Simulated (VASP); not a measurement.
Wanted: the native input for a VASP 6.6.1 run.

* Task: single point
* Functional: PBE
* Potentials or basis: VASP PAW PBE potentials, release 64 (Co, Al)
* Cutoff: 520 eV
* k mesh: 14 × 14 × 14
* Occupations: fermi-dirac, width 0.08 eV
* Spin: no spin polarisation
* Dipole correction: no
* Further INCAR settings: ALGO = Normal; EDIFF = 1e-06; NBANDS = 13

The structure of AlCo (CsCl type) lies in POSCAR:

```
AlCo
1.0
    2.7333880614      0.0000000000      0.0000000000
    0.0000000000      2.7333880614      0.0000000000
    0.0000000000      0.0000000000      2.7333880614
Co Al
1 1
Direct
    0.0000000000      0.0000000000      0.0000000000
    0.5000000000      0.5000000000      0.5000000000
```

This cell differs from its parent crystal: volume scaled by 0.88.

One way to write it, as run:

INCAR

```
  PREC = Accurate
  ENCUT = 520
  EDIFF = 1E-6
  ISMEAR = -1
  SIGMA = 0.08
  LREAL = False
  LASPH = True
  NELM = 100
  ALGO = Normal
  ISIF = 2
  LWAVE = False
  LCHARG = False
  GGA = PE
  NBANDS = 13
```

KPOINTS

```
regular mesh
0
Gamma
  14 14 14
```

Potentials or basis: VASP PAW PBE potentials, release 64 (Co, Al).

Launch:

```bash
$ cat potpaw_PBE.64/Co/POTCAR potpaw_PBE.64/Al/POTCAR > POTCAR
$ mpirun -np 1 vasp_std > vasp.out
```

Results of the run:

```
Pressure               : 29.9 GPa
Band gap on the k mesh : zero (band 6 reaches 14.75 eV, above the bottom of band 7 at 12.08 eV)
```

Run time: 35 s on 1 thread of Intel Xeon 8259CL, with other jobs on the host, peak memory 0.15 GiB.
